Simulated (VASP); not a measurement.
# TiO2 (Fm-3m) in VASP: notebook

TiO2 is run at these levels: PBE; tasks: single point.

All numbers are computed with VASP 6.6.1; they aren't measurements. Logs are shortened: lines on timing, memory, paths and dates and some standing lists are left out, and cuts for length are marked.

**1. The cell of the first run**

It takes space group Fm-3m (No. 225, cubic). Conventional cell: a = 4.566 Å, b = 4.566 Å, c = 4.566 Å, α = 90.00°, β = 90.00°, γ = 90.00°. Within 2.6 Å of Ti (site symmetry m-3m) lie 8 O at 1.98 Å. Within 2.6 Å of O (site symmetry -43m) lie 4 Ti at 1.98 Å and 6 O at 2.28 Å.

**2. Single point, PBE**

File INCAR:

```
SYSTEM = TiO2
ALGO = Normal ; EDIFF = 1E-6
ENCUT = 600 ; GGA = PE
GGA_COMPAT = .False. ; ISIF = 2
ISMEAR = 0 ; LASPH = .True.
LCHARG = .False. ; LREAL = .False.
LWAVE = .False. ; NBANDS = 19
NELM = 120 ; PREC = Accurate
SIGMA = 0.01
```

File KPOINTS:

```
k-points
0
Gamma
  4 4 4
  0 0 0
```

File POSCAR:

```
TiO2
1.0
    0.0000000000      2.2829009400      2.2829009400
    2.2829009400      0.0000000000      2.2829009400
    2.2829009400      2.2829009400      0.0000000000
Ti O
1 2
Direct
    0.0000000000      0.0000000000      0.0000000000
    0.2500000000      0.2500000000      0.2500000000
    0.7500000000      0.7500000000      0.7500000000
```

Potentials or basis: VASP PAW PBE potentials, release 64 (Ti_sv, O).

Launch:

```
$ cat potpaw_PBE.64/Ti_sv/POTCAR potpaw_PBE.64/O/POTCAR > POTCAR
$ mpirun -np 1 vasp_std > vasp.out
```

OUTCAR:

```text
SYSTEM = TiO2
   EDIFF = 1E-6
   ENCUT = 600
   GGA = PE
   ISIF = 2
   ISMEAR = 0
   LASPH = .True.
   LREAL = .False.
   NELM = 120
   PREC = Accurate

 ion  position               nearest neighbor table
   1  0.000  0.000  0.000-   3 1.98   3 1.98   3 1.98   2 1.98   3 1.98   2 1.98   2 1.98   2 1.98

   2  0.250  0.250  0.250-   1 1.98   1 1.98   1 1.98   1 1.98
   3  0.750  0.750  0.750-   1 1.98   1 1.98   1 1.98   1 1.98

  LATTYP: Found a face centered cubic cell.
 ALAT       =     4.5658018800

  Lattice vectors:

 A1 = (   0.0000000000,   2.2829009400,   2.2829009400)
 A2 = (   2.2829009400,   0.0000000000,   2.2829009400)
 A3 = (   2.2829009400,   2.2829009400,   0.0000000000)

Analysis of symmetry for initial positions (statically):
=====================================================================
 Subroutine PRICEL returns:
 Original cell was already a primitive cell.

 Routine SETGRP: Setting up the symmetry group for a
 face centered cubic supercell.

 Subroutine GETGRP returns: Found 48 space group operations
 (whereof 48 operations were pure point group operations)
 out of a pool of 48 trial point group operations.

The static configuration has the point symmetry O_h .

Analysis of symmetry for dynamics (positions and initial velocities):
=====================================================================
 Subroutine PRICEL returns:
 Original cell was already a primitive cell.

 Routine SETGRP: Setting up the symmetry group for a
 face centered cubic supercell.

 Subroutine GETGRP returns: Found 48 space group operations
 (whereof 48 operations were pure point group operations)
 out of a pool of 48 trial point group operations.

The dynamic configuration has the point symmetry O_h .

 Subroutine INISYM returns: Found 48 space group operations
 (whereof 48 operations are pure point group operations),
 and found     1 'primitive' translations

----------------------------------------------------------------------------------------

                                     Primitive cell

  volume of cell :      23.7953

  direct lattice vectors                    reciprocal lattice vectors
     0.000000000  2.282900940  2.282900940    -0.219019578  0.219019578  0.219019578
     2.282900940  0.000000000  2.282900940     0.219019578 -0.219019578  0.219019578
     2.282900940  2.282900940  0.000000000     0.219019578  0.219019578 -0.219019578

  length of vectors
     3.228509471  3.228509471  3.228509471     0.379353037  0.379353037  0.379353037

  position of ions in fractional coordinates (direct lattice)
     0.000000000  0.000000000  0.000000000
     0.250000000  0.250000000  0.250000000
     0.750000000  0.750000000  0.750000000

  ion indices of the primitive-cell ions
   primitive index   ion index
                 1           1
                 2           2
                 3           3

----------------------------------------------------------------------------------------

 KPOINTS: k-points

Automatic generation of k-mesh.
 Grid dimensions read from file:
 generate k-points for:    4    4    4

 Generating k-lattice:

  Cartesian coordinates                     Fractional coordinates (reciprocal lattice)
    -0.054754894  0.054754894  0.054754894     0.250000000  0.000000000  0.000000000
     0.054754894 -0.054754894  0.054754894     0.000000000  0.250000000  0.000000000
     0.054754894  0.054754894 -0.054754894     0.000000000  0.000000000  0.250000000

  Length of vectors
     0.094838259  0.094838259  0.094838259

  Shift w.r.t. Gamma in fractional coordinates (k-lattice)
     0.000000000  0.000000000  0.000000000

 Subroutine IBZKPT returns following result:
 ===========================================

 Found      8 irreducible k-points:

 Following reciprocal coordinates:
            Coordinates               Weight
  0.000000  0.000000  0.000000      1.000000
  0.250000  0.000000  0.000000      8.000000
  0.500000  0.000000  0.000000      4.000000
  0.250000  0.250000  0.000000      6.000000
  0.500000  0.250000  0.000000     24.000000
 -0.250000  0.250000  0.000000     12.000000
  0.500000  0.500000  0.000000      3.000000
 -0.250000  0.500000  0.250000      6.000000
   k-points           NKPTS =      8   k-points in BZ     NKDIM =      8   number of bands    NBANDS=     19
   number of dos      NEDOS =    301   number of ions     NIONS =      3
   total plane-waves  NPLWV =  21952
   dimension x,y,z NGX =    28 NGY =   28 NGZ =   28
   dimension x,y,z NGXF=    56 NGYF=   56 NGZF=   56
   ions per type =               1   2
   NGX,Y,Z   is equivalent  to a cutoff of  14.42, 14.42, 14.42 a.u.
   NGXF,Y,Z  is equivalent  to a cutoff of  28.84, 28.84, 28.84 a.u.
 SYSTEM =  TiO2
   PREC   = accura    normal or accurate (medium, high low for compatibility)
   ISTART =      0    job   : 0-new  1-cont  2-samecut
   ICHARG =      2    charge: 1-file 2-atom 10-const
   ISPIN  =      1    spin polarized calculation?
   LNONCOLLINEAR =      F non collinear calculations
   LSORBIT =      F    spin-orbit coupling
   LASPH  =      T    aspherical Exc in radial PAW
   ENCUT  =  600.0 eV  44.10 Ry    6.64 a.u.   6.45  6.45  6.45*2*pi/ulx,y,z
   NELM   =    120;   NELMIN=  2; NELMDL= -5     # of ELM steps
   EDIFF  = 0.1E-05   stopping-criterion for ELM
   LREAL  =      F    real-space projection
   EDIFFG = 0.1E-04   stopping-criterion for IOM
   NSW    =      0    number of steps for IOM
   IBRION =     -1    ionic relax: 0-MD 1-quasi-New 2-CG
   NFREE  =      0    steps in history (QN), initial steepest desc. (CG)
   ISIF   =      2    stress and relaxation
   ISYM   =      2    0-nonsym 1-usesym 2-fastsym
   POTIM  = 0.5000    time-step for ionic-motion
   TEBEG  =    0.0;   TEEND  =   0.0 temperature during run
   PSTRESS=    0.0 pullay stress
   NELECT =      24.0000    total number of electrons
   NUPDOWN=      -1.0000    fix difference up-down
   EMIN   =  10.00;   EMAX   =-10.00  energy-range for DOS
   EFERMI =   0.00;   METHOD = LEGACY
   ISMEAR =     0;   SIGMA  =   0.01  broadening in eV -4-tet -1-fermi 0-gaus
   EFERMI_NEDOS =   21; number of points for ismear=-14 and -15
   IALGO  =     38    algorithm
   IMIX   =      4    mixing-type and parameters
     AMIX     =   0.40;   BMIX     =  1.00
     AMIX_MAG =   1.60;   BMIX_MAG =  1.00
  volume/ion in A,a.u.               =       7.93        53.53
  Fermi-wavevector in a.u.,A,eV,Ry     =   1.641780  3.102514 36.673690  2.695440
  Thomas-Fermi vector in A             =   2.732193
   LORBIT       =      0    0 simple, 1 ext, 2 COOP (PROOUT), +10 PAW based schemes
   GGA     = PE    functional components
   LHFCALC =     F    Hartree Fock is set to
   AEXX    =    0.0000 exact exchange contribution
   IVDW    =     0    specifies the selected vdW correction
   LEPSILON=     F    determine dielectric tensor
   LRPA    =     F    only Hartree local field effects (RPA)
 non-spin polarized calculation
 Gauss-broadening in eV      SIGMA  =   0.01
  energy-cutoff  :      600.00
  volume of cell :       23.80
 maximum number of plane-waves:       821
 NGX is ok and might be reduce to    28
   NGX = 13   NGY = 13   NGZ = 13

 number of electron      24.0000005 magnetization

 Free energy of the ion-electron system (eV)
  ---------------------------------------------------
  ext. energy  EPLUGINS =         0.00000000
  ---------------------------------------------------
  free energy    TOTEN  =       -25.29279541 eV

  energy without entropy =      -25.29279541  energy(sigma->0) =      -25.29279541

 E-fermi :   9.5170     XC(G=0): -13.0826

 val. band max:        9.4025162805   @ k =   0.5000   0.5000   0.0000
 cond. band min:      10.6244186964   @ k =   0.0000   0.0000   0.0000
 fundamental gap:      1.2219024159
 Fermi energy:         9.5170289962

 k-point     1 :       0.0000    0.0000    0.0000
  band No.  band energies     occupation
      1     -48.0770      2.00000
      2     -24.1622      2.00000
      3     -24.1622      2.00000
      4     -24.1622      2.00000
      5     -11.4436      2.00000
      6      -6.6496      2.00000
[... 11 lines left out ...]
     18      18.2885      0.00000
     19      24.6612      0.00000

 k-point     2 :       0.2500    0.0000    0.0000
  band No.  band energies     occupation
      1     -48.0518      2.00000
      2     -24.4173      2.00000
      3     -24.1911      2.00000
      4     -24.1911      2.00000
      5     -10.5722      2.00000
      6      -7.6274      2.00000
[... 11 lines left out ...]
     18      19.8542      0.00000
     19      25.0800      0.00000

 k-point     3 :       0.5000    0.0000    0.0000
  band No.  band energies     occupation
      1     -48.0265      2.00000
      2     -24.6562      2.00000
      3     -24.2197      2.00000
      4     -24.2197      2.00000
      5      -9.5997      2.00000
      6      -8.4144      2.00000
[... 11 lines left out ...]
     18      20.0927      0.00000
     19      26.5999      0.00000

 k-point     4 :       0.2500    0.2500    0.0000
  band No.  band energies     occupation
      1     -48.0435      2.00000
      2     -24.4327      2.00000
      3     -24.2342      2.00000
      4     -24.2342      2.00000
      5     -10.2408      2.00000
      6      -7.8734      2.00000
[... 11 lines left out ...]
     18      19.6683      0.00000
     19      25.1067      0.00000

 k-point     5 :       0.5000    0.2500    0.0000
  band No.  band energies     occupation
      1     -48.0183      2.00000
      2     -24.5853      2.00000
      3     -24.3503      2.00000
      4     -24.2629      2.00000
      5      -9.1808      2.00000
      6      -8.5747      2.00000
[... 11 lines left out ...]
     18      21.0411      0.00000
     19      26.5297      0.00000

 k-point     6 :      -0.2500    0.2500    0.0000
  band No.  band energies     occupation
      1     -48.0266      2.00000
      2     -24.5164      2.00000
      3     -24.3656      2.00000
      4     -24.2200      2.00000
      5      -9.5713      2.00000
      6      -8.3584      2.00000
[... 11 lines left out ...]
     18      20.9235      0.00000
     19      26.4616      0.00000

 k-point     7 :       0.5000    0.5000    0.0000
  band No.  band energies     occupation
      1     -48.0100      2.00000
      2     -24.6778      2.00000
      3     -24.3058      2.00000
      4     -24.3058      2.00000
      5      -8.7600      2.00000
      6      -8.7463      2.00000
[... 11 lines left out ...]
     18      21.8816      0.00000
     19      25.5000      0.00000

 k-point     8 :      -0.2500    0.5000    0.2500
  band No.  band energies     occupation
      1     -48.0099      2.00000
      2     -24.4948      2.00000
      3     -24.4948      2.00000
      4     -24.3089      2.00000
      5      -8.7577      2.00000
      6      -8.7577      2.00000
[... 11 lines left out ...]
     18      21.6297      0.00000
     19      27.9464      0.00000

------------------------ aborting loop because EDIFF is reached ----------------------------------------

  FORCE on cell =-STRESS in cart. coord.  units (eV):
  Direction    XX          YY          ZZ          XY          YZ          ZX
  --------------------------------------------------------------------------------------
  -------------------------------------------------------------------------------------
  Total        9.0581694      9.0581694      9.0581694     -0.0000000      0.0000000      0.0000000
  in kB      609.9016757    609.9016757    609.9016757     -0.0000000      0.0000000      0.0000000
  external PRESSURE =     609.9016757 kB  Pullay stress =       0.0000000 kB

 VOLUME and BASIS-vectors are now :
 -----------------------------------------------------------------------------
  energy-cutoff  :      600.00
  volume of cell :       23.80
      direct lattice vectors                 reciprocal lattice vectors
     0.000000000  2.282900940  2.282900940    -0.219019578  0.219019578  0.219019578
     2.282900940  0.000000000  2.282900940     0.219019578 -0.219019578  0.219019578
     2.282900940  2.282900940  0.000000000     0.219019578  0.219019578 -0.219019578

 POSITION                                       TOTAL-FORCE (eV/Angst)
 -----------------------------------------------------------------------------------
      0.00000      0.00000      0.00000         0.000000     -0.000000      0.000000
      1.14145      1.14145      1.14145         0.000000      0.000000      0.000000
      3.42435      3.42435      3.42435        -0.000000     -0.000000     -0.000000
 -----------------------------------------------------------------------------------
    total drift:                               -0.000000     -0.000000      0.000000

  FREE ENERGIE OF THE ION-ELECTRON SYSTEM (eV)
  ---------------------------------------------------
  free  energy   TOTEN  =       -25.2927954149 eV

  energy  without entropy=      -25.2927954149  energy(sigma->0) =      -25.29279541
```

It took 4.6 s on 1 thread of Intel Xeon 6975P-C (Granite Rapids), shared host; peak memory 0.15 GiB.

Results:

| Item | Value |
| --- | --- |
| Free energy | -25.2928 eV |
| Pressure | 61.0 GPa |
| Band gap on the k mesh | 1.22 eV, indirect (least direct gap 2.16 eV) |

Caveat: the k points lie up to 0.60 Å⁻¹ apart. A k mesh can miss the band edges.

**3. Single point, PBE**

This run uses another cell than the first one, of 8.44 Å³/atom, 1.064 times its volume.

File INCAR:

```
SYSTEM = TiO2
PREC = Accurate
ENCUT = 600
EDIFF = 1E-6
ISMEAR = 0
SIGMA = 0.01
LREAL = .False.
LASPH = .True.
NELM = 120
ALGO = Normal
ISIF = 2
LWAVE = .False.
LCHARG = .False.
GGA = PE
NBANDS = 19
GGA_COMPAT = .False.
```

File KPOINTS:

```
Automatic mesh
0
Gamma
  4 4 4
  0 0 0
```

File POSCAR:

```
TiO2
1.0
    0.0000000000      2.3304750000      2.3304750000
    2.3304750000      0.0000000000      2.3304750000
    2.3304750000      2.3304750000      0.0000000000
Ti O
1 2
Direct
    0.0000000000      0.0000000000      0.0000000000
    0.2500000000      0.2500000000      0.2500000000
    0.7500000000      0.7500000000      0.7500000000
```

Potentials or basis: VASP PAW PBE potentials, release 64 (Ti_sv, O).

Launch:

```
$ cat potpaw_PBE.64/Ti_sv/POTCAR potpaw_PBE.64/O/POTCAR > POTCAR
$ mpirun -np 1 vasp_std > vasp.out
```

OUTCAR:

```text
SYSTEM = TiO2
   PREC = Accurate
   ENCUT = 600
   EDIFF = 1E-6
   ISMEAR = 0
   LREAL = .False.
   LASPH = .True.
   NELM = 120
   ISIF = 2
   GGA = PE

 ion  position               nearest neighbor table
   1  0.000  0.000  0.000-   3 2.02   3 2.02   3 2.02   2 2.02   3 2.02   2 2.02   2 2.02   2 2.02

   2  0.250  0.250  0.250-   1 2.02   1 2.02   1 2.02   1 2.02
   3  0.750  0.750  0.750-   1 2.02   1 2.02   1 2.02   1 2.02

  LATTYP: Found a face centered cubic cell.
 ALAT       =     4.6609500000

  Lattice vectors:

 A1 = (   0.0000000000,   2.3304750000,   2.3304750000)
 A2 = (   2.3304750000,   0.0000000000,   2.3304750000)
 A3 = (   2.3304750000,   2.3304750000,   0.0000000000)

Analysis of symmetry for initial positions (statically):
=====================================================================
 Subroutine PRICEL returns:
 Original cell was already a primitive cell.

 Routine SETGRP: Setting up the symmetry group for a
 face centered cubic supercell.

 Subroutine GETGRP returns: Found 48 space group operations
 (whereof 48 operations were pure point group operations)
 out of a pool of 48 trial point group operations.

[... 146 lines left out ...]
  energy without entropy =      -25.74338168  energy(sigma->0) =      -25.74338168

 E-fermi :   8.6778     XC(G=0): -12.7220

 val. band max:        8.5232147699   @ k =   0.5000   0.5000   0.0000
 cond. band min:       9.7104636422   @ k =   0.0000   0.0000   0.0000
 fundamental gap:      1.1872488723
 Fermi energy:         8.6778265062

 k-point     1 :       0.0000    0.0000    0.0000
  band No.  band energies     occupation
      1     -49.0712      2.00000
      2     -25.1593      2.00000
      3     -25.1593      2.00000
      4     -25.1593      2.00000
      5     -11.8352      2.00000
      6      -7.4607      2.00000
[... 153 lines left out ...]
      6      -9.4013      2.00000
[... 11 lines left out ...]
     18      20.5087      0.00000
     19      26.0658      0.00000

------------------------ aborting loop because EDIFF is reached ----------------------------------------

  FORCE on cell =-STRESS in cart. coord.  units (eV):
  Direction    XX          YY          ZZ          XY          YZ          ZX
  --------------------------------------------------------------------------------------
  -------------------------------------------------------------------------------------
  Total        5.3983513      5.3983513      5.3983513      0.0000000      0.0000000      0.0000000
  in kB      341.6712110    341.6712110    341.6712110      0.0000000      0.0000000      0.0000000
  external PRESSURE =     341.6712110 kB  Pullay stress =       0.0000000 kB

 VOLUME and BASIS-vectors are now :
 -----------------------------------------------------------------------------
  energy-cutoff  :      600.00
  volume of cell :       25.31
      direct lattice vectors                 reciprocal lattice vectors
     0.000000000  2.330475000  2.330475000    -0.214548536  0.214548536  0.214548536
     2.330475000  0.000000000  2.330475000     0.214548536 -0.214548536  0.214548536
     2.330475000  2.330475000  0.000000000     0.214548536  0.214548536 -0.214548536

 POSITION                                       TOTAL-FORCE (eV/Angst)
 -----------------------------------------------------------------------------------
      0.00000      0.00000      0.00000        -0.000000      0.000000     -0.000000
      1.16524      1.16524      1.16524         0.000000      0.000000      0.000000
      3.49571      3.49571      3.49571        -0.000000     -0.000000     -0.000000
 -----------------------------------------------------------------------------------
    total drift:                               -0.000000     -0.000000      0.000000

  FREE ENERGIE OF THE ION-ELECTRON SYSTEM (eV)
  ---------------------------------------------------
  free  energy   TOTEN  =       -25.7433816802 eV

  energy  without entropy=      -25.7433816802  energy(sigma->0) =      -25.74338168
```

stdout:

```text
POSCAR found type information on POSCAR TiO
 POSCAR found :  2 types and       3 ions
 scaLAPACK will be used
 LDA part: xc-table for (Slater+PW92), standard interpolation
 POSCAR, INCAR and KPOINTS ok, starting setup
 FFT: planning ... GRIDC
 FFT: planning ... GRID_SOFT
 FFT: planning ... GRID
 WAVECAR not read
 entering main loop
```

Wall time 4.5 s (1 thread of Intel Xeon 6975P-C (Granite Rapids), shared host); peak memory 0.15 GiB.

What came out:

```
Free energy            : -25.7434 eV
Pressure               : 34.2 GPa
Band gap on the k mesh : 1.19 eV, indirect (least direct gap 2.02 eV)
```

Levels at points of the mesh, in eV from the valence-band top:
| k point | band 10 | band 11 | band 12 | band 13 | band 14 | band 15 |
| --- | --- | --- | --- | --- | --- | --- |
| (0.00, 0.00, 0.00) | -0.95 | -0.95 | -0.95 | 1.19 | 1.19 | 6.02 |
| (0.50, 0.00, 0.00) | -3.46 | -2.74 | -2.74 | 1.60 | 1.60 | 3.32 |
| (0.50, 0.50, 0.00) | -2.31 | -2.31 | 0.00 | 2.02 | 2.03 | 3.39 |

Caveat: the k points lie up to 0.58 Å⁻¹ apart. A k mesh can miss the band edges.

**4. Single point, PBE**

This run uses another cell than the first one, of 8.44 Å³/atom, 1.064 times its volume.

File INCAR:

```
PREC = Accurate
ENCUT = 600
EDIFF = 1E-6
ISMEAR = 0
SIGMA = 0.01
LREAL = F
LASPH = T
NELM = 120
ALGO = Normal
ISIF = 2
LWAVE = F
LCHARG = T
GGA = PE
LELF = T
LVHAR = T
NBANDS = 19
GGA_COMPAT = F
```

File KPOINTS:

```
Automatic mesh
0
Gamma
  4 4 4
```

POSCAR is that of step 3.

Launch:

```
$ cat potpaw_PBE.64/Ti_sv/POTCAR potpaw_PBE.64/O/POTCAR > POTCAR
$ mpirun -np 1 vasp_std > vasp.out
```

It took 4.8 s on 1 thread of Intel Xeon 6975P-C (Granite Rapids), shared host; peak memory 0.15 GiB.

The run converged. Its results:

| Item | Value |
| --- | --- |
| Free energy | -25.7434 eV |
| Pressure | 34.2 GPa |
| Band gap on the k mesh | 1.19 eV, indirect (least direct gap 2.02 eV) |

Levels at points of the mesh, in eV from the valence-band top:
```
           k point  band 8  band 9  band 10  band 11  band 12  band 13  band 14  band 15  band 16  band 17
(0.00, 0.00, 0.00)   -6.65   -6.65    -0.95    -0.95    -0.95     1.19     1.19     6.02     6.02     6.02
(0.50, 0.00, 0.00)   -5.47   -3.66    -3.46    -2.74    -2.74     1.60     1.60     3.32     5.56     5.56
(0.50, 0.50, 0.00)   -4.99   -4.99    -2.31    -2.31     0.00     2.02     2.03     3.39     4.64     4.64
```

Caveat: the k points lie up to 0.58 Å⁻¹ apart. A k mesh can miss the band edges.

[end of part 1 of 2]
